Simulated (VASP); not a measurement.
# BN (P1) in VASP: a series of runs

Runs on BN. Level: PBEsol. Tasks: single point.

All numbers are computed with VASP 6.6.1; they aren't measurements. Logs are shortened: lines on timing, memory, paths and dates and some standing lists are left out, and cuts for length are marked.

### 1 The cell of the first run

The typed cell holds 12 atoms: a = 2.541 Å, b = 2.541 Å, c = 12.620 Å, α = 91.15°, β = 87.69°, γ = 120.00°.

### 2 Single point, PBEsol

Contents of INCAR:

```
SYSTEM = BN
PREC = Accurate ; ENCUT = 520
EDIFF = 1E-7 ; ISMEAR = 0
SIGMA = 0.05 ; LREAL = .False.
LASPH = .True. ; NELM = 100
ALGO = Normal ; ISIF = 2
LWAVE = .False. ; LCHARG = .False.
GGA = PS ; NBANDS = 36
```

Contents of KPOINTS:

```
Automatic mesh
0
Gamma
  10 10 2
  0 0 0
```

Contents of POSCAR:

```
BN
1.0
   -2.5410113127      0.0000000000      0.0000000000
    1.2705056564     -2.2005803481      0.0000000000
   -0.5082022625      0.0000000000     12.6098865130
B N
6 6
Direct
    0.3208444669      0.6666666667      0.0624443320
    0.2541778003      0.6666666667      0.3957776654
    0.1875111336      0.6666666667      0.7291109987
    0.4875111336      0.3333333333      0.8957776654
    0.6208444669      0.3333333333      0.2291109987
    0.5541778003      0.3333333333      0.5624443320
    0.1458088664      0.6666666667      0.9376223346
    0.2791421997      0.6666666667      0.2709556680
    0.2124755331      0.6666666667      0.6042890013
    0.5124755331      0.3333333333      0.7709556680
    0.6458088664      0.3333333333      0.1042890013
    0.5791421997      0.3333333333      0.4376223346
```

Potentials or basis: VASP PAW PBE potentials, release 64 (B, N).

Launch:

```console
$ cat potpaw_PBE.64/B/POTCAR potpaw_PBE.64/N/POTCAR > POTCAR
$ mpirun -np 1 vasp_std > vasp.out
```

OUTCAR:

```text
SYSTEM = BN
   PREC = Accurate
   ENCUT = 520
   EDIFF = 1E-7
   ISMEAR = 0
   LREAL = .False.
   LASPH = .True.
   NELM = 100
   ISIF = 2
   GGA = PS

 ion  position               nearest neighbor table
   1  0.321  0.667  0.062-  11 1.56  11 1.56  11 1.56   7 1.65
   2  0.254  0.667  0.396-  12 1.56  12 1.56  12 1.56   8 1.57
   3  0.188  0.667  0.729-  10 1.56  10 1.56  10 1.56   9 1.57
   4  0.488  0.333  0.896-   7 1.56   7 1.56   7 1.56  10 1.57
   5  0.621  0.333  0.229-   8 1.56   8 1.56   8 1.56  11 1.57
   6  0.554  0.333  0.562-   9 1.56   9 1.56   9 1.56  12 1.57
   7  0.146  0.667  0.938-   4 1.56   4 1.56   4 1.56   1 1.65
   8  0.279  0.667  0.271-   5 1.56   5 1.56   5 1.56   2 1.57
   9  0.212  0.667  0.604-   6 1.56   6 1.56   6 1.56   3 1.57
  10  0.512  0.333  0.771-   3 1.56   3 1.56   3 1.56   4 1.57
  11  0.646  0.333  0.104-   1 1.56   1 1.56   1 1.56   5 1.57
  12  0.579  0.333  0.438-   2 1.56   2 1.56   2 1.56   6 1.57

  LATTYP: Found a base centered monoclinic cell.
 ALAT       =     2.5410113127
 B/A-ratio  =     1.7320508076
 C/A-ratio  =     4.9665749424
 COS(beta)  =    -0.0402692001

  Lattice vectors:

 A1 = (   1.2705056564,  -2.2005803481,   0.0000000000)
 A2 = (   1.2705056563,   2.2005803481,   0.0000000000)
 A3 = (  -0.5082022625,   0.0000000000,  12.6098865130)

Analysis of symmetry for initial positions (statically):
=====================================================================
 Subroutine PRICEL returns:
 Original cell was already a primitive cell.

 Routine SETGRP: Setting up the symmetry group for a
 base centered monoclinic supercell.

 Subroutine GETGRP returns: Found  1 space group operations
 (whereof  1 operations were pure point group operations)
 out of a pool of  4 trial point group operations.

The static configuration has the point symmetry C_1 .

Analysis of symmetry for dynamics (positions and initial velocities):
=====================================================================
 Subroutine PRICEL returns:
 Original cell was already a primitive cell.

 Routine SETGRP: Setting up the symmetry group for a
 base centered monoclinic supercell.

 Subroutine GETGRP returns: Found  1 space group operations
 (whereof  1 operations were pure point group operations)
 out of a pool of  4 trial point group operations.

The dynamic configuration has the point symmetry C_1 .

 Subroutine INISYM returns: Found  1 space group operations
 (whereof  1 operations are pure point group operations),
 and found     1 'primitive' translations

----------------------------------------------------------------------------------------

                                     Primitive cell

  volume of cell :      70.5107

  direct lattice vectors                    reciprocal lattice vectors
    -2.541011313  0.000000000  0.000000000    -0.393544096 -0.227212790 -0.015860571
     1.270505656 -2.200580348  0.000000000     0.000000000 -0.454425580  0.000000000
    -0.508202263  0.000000000 12.609886513     0.000000000  0.000000000  0.079302855

  length of vectors
     2.541011313  2.541011313 12.620123114     0.454702282  0.454425580  0.079302855

  position of ions in fractional coordinates (direct lattice)
     0.320844467  0.666666667  0.062444332
     0.254177800  0.666666667  0.395777665
     0.187511134  0.666666667  0.729110999
     0.487511134  0.333333333  0.895777665
     0.620844467  0.333333333  0.229110999
     0.554177800  0.333333333  0.562444332
     0.145808866  0.666666667  0.937622335
     0.279142200  0.666666667  0.270955668
     0.212475533  0.666666667  0.604289001
     0.512475533  0.333333333  0.770955668
     0.645808866  0.333333333  0.104289001
     0.579142200  0.333333333  0.437622335

  ion indices of the primitive-cell ions
   primitive index   ion index
                 1           1
                 2           2
                 3           3
                 4           4
                 5           5
                 6           6
                 7           7
                 8           8
                 9           9
                10          10
                11          11
                12          12

----------------------------------------------------------------------------------------

 KPOINTS: Automatic mesh

Automatic generation of k-mesh.
 Grid dimensions read from file:
 generate k-points for:   10   10    2

 Generating k-lattice:

  Cartesian coordinates                     Fractional coordinates (reciprocal lattice)
    -0.039354410 -0.022721279 -0.001586057     0.100000000 -0.000000000  0.000000000
     0.000000000 -0.045442558  0.000000000     0.000000000  0.100000000  0.000000000
     0.000000000  0.000000000  0.039651427     0.000000000  0.000000000  0.500000000

  Length of vectors
     0.045470228  0.045442558  0.039651427

  Shift w.r.t. Gamma in fractional coordinates (k-lattice)
     0.000000000  0.000000000  0.000000000

 Subroutine IBZKPT returns following result:
 ===========================================

 Found    104 irreducible k-points:

 Following reciprocal coordinates:
            Coordinates               Weight
  0.000000  0.000000  0.000000      1.000000
  0.100000  0.000000  0.000000      2.000000
 -0.100000  0.100000  0.000000      2.000000
  0.200000  0.000000  0.000000      2.000000
 -0.200000  0.200000  0.000000      2.000000
  0.300000 -0.000000  0.000000      2.000000
[... 16 lines left out ...]
 -0.400000  0.100000 -0.000000      2.000000
  0.400000 -0.300000  0.000000      2.000000
 [... further k-points ...]
   k-points           NKPTS =    104   k-points in BZ     NKDIM =    104   number of bands    NBANDS=     36
   number of dos      NEDOS =    301   number of ions     NIONS =     12
   total plane-waves  NPLWV =  38400
   dimension x,y,z NGX =    20 NGY =   20 NGZ =   96
   dimension x,y,z NGXF=    40 NGYF=   40 NGZF=  192
   ions per type =               6   6
   NGX,Y,Z   is equivalent  to a cutoff of  13.09, 13.09, 12.65 a.u.
   NGXF,Y,Z  is equivalent  to a cutoff of  26.17, 26.17, 25.29 a.u.
 SYSTEM =  BN
   PREC   = accura    normal or accurate (medium, high low for compatibility)
   ISTART =      0    job   : 0-new  1-cont  2-samecut
   ICHARG =      2    charge: 1-file 2-atom 10-const
   ISPIN  =      1    spin polarized calculation?
   LNONCOLLINEAR =      F non collinear calculations
   LSORBIT =      F    spin-orbit coupling
   LASPH  =      T    aspherical Exc in radial PAW
   ENCUT  =  520.0 eV  38.22 Ry    6.18 a.u.   4.72  4.72 23.47*2*pi/ulx,y,z
   NELM   =    100;   NELMIN=  2; NELMDL= -5     # of ELM steps
   EDIFF  = 0.1E-06   stopping-criterion for ELM
   LREAL  =      F    real-space projection
   EDIFFG = 0.1E-05   stopping-criterion for IOM
   NSW    =      0    number of steps for IOM
   IBRION =     -1    ionic relax: 0-MD 1-quasi-New 2-CG
   NFREE  =      0    steps in history (QN), initial steepest desc. (CG)
   ISIF   =      2    stress and relaxation
   ISYM   =      2    0-nonsym 1-usesym 2-fastsym
   POTIM  = 0.5000    time-step for ionic-motion
   TEBEG  =    0.0;   TEEND  =   0.0 temperature during run
   PSTRESS=    0.0 pullay stress
   NELECT =      48.0000    total number of electrons
   NUPDOWN=      -1.0000    fix difference up-down
   EMIN   =  10.00;   EMAX   =-10.00  energy-range for DOS
   EFERMI =   0.00;   METHOD = LEGACY
   ISMEAR =     0;   SIGMA  =   0.05  broadening in eV -4-tet -1-fermi 0-gaus
   EFERMI_NEDOS =   21; number of points for ismear=-14 and -15
   IALGO  =     38    algorithm
   IMIX   =      4    mixing-type and parameters
     AMIX     =   0.40;   BMIX     =  1.00
     AMIX_MAG =   1.60;   BMIX_MAG =  1.00
  volume/ion in A,a.u.               =       5.88        39.65
  Fermi-wavevector in a.u.,A,eV,Ry     =   1.440136  2.721463 28.218379  2.073992
  Thomas-Fermi vector in A             =   2.558914
   LORBIT       =      0    0 simple, 1 ext, 2 COOP (PROOUT), +10 PAW based schemes
   GGA     = PS    functional components
   LHFCALC =     F    Hartree Fock is set to
   AEXX    =    0.0000 exact exchange contribution
   IVDW    =     0    specifies the selected vdW correction
   LEPSILON=     F    determine dielectric tensor
   LRPA    =     F    only Hartree local field effects (RPA)
 non-spin polarized calculation
 Gauss-broadening in eV      SIGMA  =   0.05
  energy-cutoff  :      520.00
  volume of cell :       70.51
 maximum number of plane-waves:      1916
   NGX =  9   NGY =  9   NGZ = 47

 number of electron      47.9999995 magnetization

 Free energy of the ion-electron system (eV)
  ---------------------------------------------------
  ext. energy  EPLUGINS =         0.00000000
  ---------------------------------------------------
  free energy    TOTEN  =      -109.15458961 eV

  energy without entropy =     -109.15458961  energy(sigma->0) =     -109.15458961

 E-fermi :   8.0561     XC(G=0): -13.0421

 val. band max:        7.7571981561   @ k =   0.0000   0.0000   0.0000
 cond. band min:      12.5761225792   @ k =  -0.3000  -0.4000   0.0000
 fundamental gap:      4.8189244231
 Fermi energy:         8.0560908406

 k-point     1 :       0.0000    0.0000    0.0000
  band No.  band energies     occupation
      1     -12.9033      2.00000
      2     -12.2530      2.00000
      3     -12.1886      2.00000
      4     -10.3922      2.00000
      5     -10.3232      2.00000
      6      -8.6445      2.00000
[... 28 lines left out ...]
     35      17.1903      0.00000
     36      17.5908      0.00000
[... 866 lines left out ...]
      6      -7.0203      2.00000
[... 28 lines left out ...]
     35      19.2737      0.00000
     36      19.5679      0.00000

 [... further k-points ...]

------------------------ aborting loop because EDIFF is reached ----------------------------------------

  FORCE on cell =-STRESS in cart. coord.  units (eV):
  Direction    XX          YY          ZZ          XY          YZ          ZX
  --------------------------------------------------------------------------------------
  -------------------------------------------------------------------------------------
  Total       -1.0419143      0.5383188      1.1470264      0.5458888      0.6890780      5.2352743
  in kB      -23.6748675     12.2319331     26.0632752     12.4039433     15.6575557    118.9583727
  external PRESSURE =       4.8734469 kB  Pullay stress =       0.0000000 kB

 VOLUME and BASIS-vectors are now :
 -----------------------------------------------------------------------------
  energy-cutoff  :      520.00
  volume of cell :       70.51
      direct lattice vectors                 reciprocal lattice vectors
    -2.541011313  0.000000000  0.000000000    -0.393544096 -0.227212790 -0.015860571
     1.270505656 -2.200580348  0.000000000     0.000000000 -0.454425580  0.000000000
    -0.508202263  0.000000000 12.609886513     0.000000000  0.000000000  0.079302855

 POSITION                                       TOTAL-FORCE (eV/Angst)
 -----------------------------------------------------------------------------------
      0.00000     -1.46705      0.78742         2.331382     -0.067543     -0.079107
     -0.00000     -1.46705      4.99071         0.002039      0.004114      0.057023
      0.00000     -1.46705      9.19401        -0.024222     -0.002676      0.060516
     -1.27051     -0.73353     11.29565        -0.132188      0.194600     -0.001376
     -1.27051     -0.73353      2.88906         0.148852      0.064235      0.114116
     -1.27051     -0.73353      7.09236        -0.001157      0.000014      0.055119
      0.00000     -1.46705     11.82331        -2.436122     -0.444931     -0.119248
      0.00000     -1.46705      3.41672         0.008413      0.010065     -0.050123
      0.00000     -1.46705      7.62002        -0.002379     -0.000082     -0.057992
     -1.27051     -0.73353      9.72166        -0.139643     -0.018351     -0.126542
     -1.27051     -0.73353      1.31507         0.243857      0.260471      0.202674
     -1.27051     -0.73353      5.51837         0.001166      0.000084     -0.055061
 -----------------------------------------------------------------------------------
    total drift:                                0.000031      0.000008      0.000141

  FREE ENERGIE OF THE ION-ELECTRON SYSTEM (eV)
  ---------------------------------------------------
  free  energy   TOTEN  =      -109.1545896150 eV

  energy  without entropy=     -109.1545896150  energy(sigma->0) =     -109.15458961
```

Wall time 4 min (1 thread of Intel Xeon Platinum 8488C (Sapphire Rapids), shared host); peak memory 0.3 GiB.

Results:

```yaml
Free_energy: -109.1546 eV
Pressure: 0.5 GPa
Largest_force: 2.479 eV/Å
Band_gap_on_the_k_mesh: 4.82 eV (least direct gap 7.04 eV)
```

Forces on the atoms (eV/Å):
```
B    2.331 -0.068 -0.079
B    0.002  0.004  0.057
B   -0.024 -0.003  0.061
B   -0.132  0.195 -0.001
B    0.149  0.064  0.114
B   -0.001  0.000  0.055
N   -2.436 -0.445 -0.119
N    0.008  0.010 -0.050
N   -0.002  0.000 -0.058
N   -0.140 -0.018 -0.127
N    0.244  0.260  0.203
N    0.001  0.000 -0.055
```

Levels at points of the mesh, in eV from the valence-band top:
| k point | band 22 | band 23 | band 24 | band 25 | band 26 | band 27 |
| --- | --- | --- | --- | --- | --- | --- |
| (0.00, 0.00, 0.00) | -0.36 | -0.19 | 0.00 | 7.60 | 8.14 | 8.37 |
| (0.50, 0.00, 0.00) | -3.17 | -2.73 | -2.28 | 5.60 | 6.32 | 6.50 |
| (0.50, 0.50, 0.00) | -3.18 | -2.67 | -2.18 | 4.85 | 6.33 | 6.44 |
| (0.00, 0.50, 0.00) | -3.11 | -2.91 | -2.29 | 5.97 | 6.23 | 6.44 |
| (0.00, 0.00, 0.50) | -0.36 | -0.27 | -0.21 | 7.62 | 8.22 | 8.38 |
| (0.50, 0.00, 0.50) | -2.98 | -2.56 | -2.48 | 5.67 | 6.32 | 6.44 |
| (0.50, 0.50, 0.50) | -3.07 | -2.55 | -2.36 | 4.97 | 6.37 | 6.48 |
| (0.00, 0.50, 0.50) | -3.49 | -2.59 | -2.47 | 6.04 | 6.28 | 6.48 |

Caveat: the PAW data sets were made with another functional, which shifts forces and pressure a little.

### 3 Single point, PBEsol

Contents of INCAR:

```
SYSTEM = BN
PREC = Accurate ; ENCUT = 520
EDIFF = 1E-6 ; ISMEAR = 0
SIGMA = 0.05 ; LREAL = .FALSE.
LASPH = .TRUE. ; NELM = 100
ALGO = Normal ; ISIF = 2
LWAVE = .FALSE. ; LCHARG = .FALSE.
GGA = PS ; NBANDS = 36
```

Contents of KPOINTS:

```
Automatic mesh
0
G
  10 10 2
  0 0 0
```

Contents of POSCAR:

```
BN
1.0
   -2.5410113127      0.0000000000      0.0000000000
    1.2705056564     -2.2005803481      0.0000000000
   -1.0164045251      0.0000000000     12.6098865130
B N
6 6
Direct
    0.3083556005      0.6666666667      0.0624443320
    0.1750222672      0.6666666667      0.3957776654
    0.0416889339      0.6666666667      0.7291109987
    0.3083556005      0.3333333333      0.8957776654
    0.5750222672      0.3333333333      0.2291109987
    0.4416889339      0.3333333333      0.5624443320
   -0.0417156005      0.6666666667      0.9376223346
    0.2249510661      0.6666666667      0.2709556680
    0.0916177328      0.6666666667      0.6042890013
    0.3582843995      0.3333333333      0.7709556680
    0.6249510661      0.3333333333      0.1042890013
    0.4916177328      0.3333333333      0.4376223346
```

Potentials or basis: VASP PAW PBE potentials, release 64 (B, N).

Launch:

```console
$ cat potpaw_PBE.64/B/POTCAR potpaw_PBE.64/N/POTCAR > POTCAR
$ mpirun -np 1 vasp_std > vasp.out
```

It took 3.8 min on 1 thread of Intel Xeon Platinum 8488C (Sapphire Rapids), shared host; peak memory 0.3 GiB.

It converged, with:

- Free energy: -107.5362 eV
- Pressure: 1.4 GPa
- Largest force: 3.241 eV/Å
- Band gap on the k mesh: 2.81 eV (least direct gap 3.95 eV)

Forces in eV/Å, atoms in the order of the input:
```
B    2.227 -0.178  0.677
B    0.001  0.019  0.152
B   -0.024 -0.007  0.172
B   -0.076  0.604 -0.009
B    0.134  0.253  0.317
B   -0.001  0.000  0.148
N   -2.457 -1.552 -1.434
N    0.011  0.042 -0.133
N   -0.003 -0.001 -0.157
N   -0.142 -0.082 -0.377
N    0.328  0.901  0.793
N    0.001  0.002 -0.149
```

Stress tensor (GPa, compression positive):
```
-8.65  1.37 11.77
 1.37  2.32  6.18
11.77  6.18 10.59
```

Levels at points of the mesh, in eV from the valence-band top:
| k point | band 20 | band 21 | band 22 | band 23 | band 24 | band 25 | band 26 | band 27 | band 28 | band 29 |
| --- | --- | --- | --- | --- | --- | --- | --- | --- | --- | --- |
| (0.00, 0.00, 0.00) | -0.75 | -0.62 | -0.33 | -0.22 | 0.00 | 6.76 | 7.85 | 8.08 | 8.36 | 8.57 |
| (0.50, 0.00, 0.00) | -3.90 | -3.66 | -3.19 | -2.49 | -1.38 | 3.44 | 6.10 | 6.36 | 6.52 | 6.83 |
| (0.50, 0.50, 0.00) | -3.85 | -3.68 | -3.18 | -2.52 | -1.13 | 2.81 | 6.13 | 6.30 | 6.54 | 6.86 |
| (0.00, 0.50, 0.00) | -4.05 | -3.58 | -2.91 | -2.70 | -2.44 | 4.67 | 6.08 | 6.29 | 6.40 | 6.57 |
| (0.00, 0.00, 0.50) | -0.94 | -0.71 | -0.54 | -0.23 | -0.21 | 6.80 | 7.89 | 8.05 | 8.39 | 8.64 |
| (0.50, 0.00, 0.50) | -3.93 | -3.81 | -3.06 | -2.53 | -1.37 | 3.43 | 6.08 | 6.30 | 6.55 | 6.84 |
| (0.50, 0.50, 0.50) | -3.95 | -3.86 | -3.12 | -2.53 | -1.22 | 2.88 | 6.14 | 6.37 | 6.58 | 6.76 |
| (0.00, 0.50, 0.50) | -3.84 | -3.51 | -3.34 | -2.71 | -2.41 | 4.69 | 6.11 | 6.28 | 6.46 | 6.81 |

Caveat: the PAW data sets were made with another functional, which shifts forces and pressure a little. A k mesh can miss the band edges.

(Continued in part 2 of 2.)
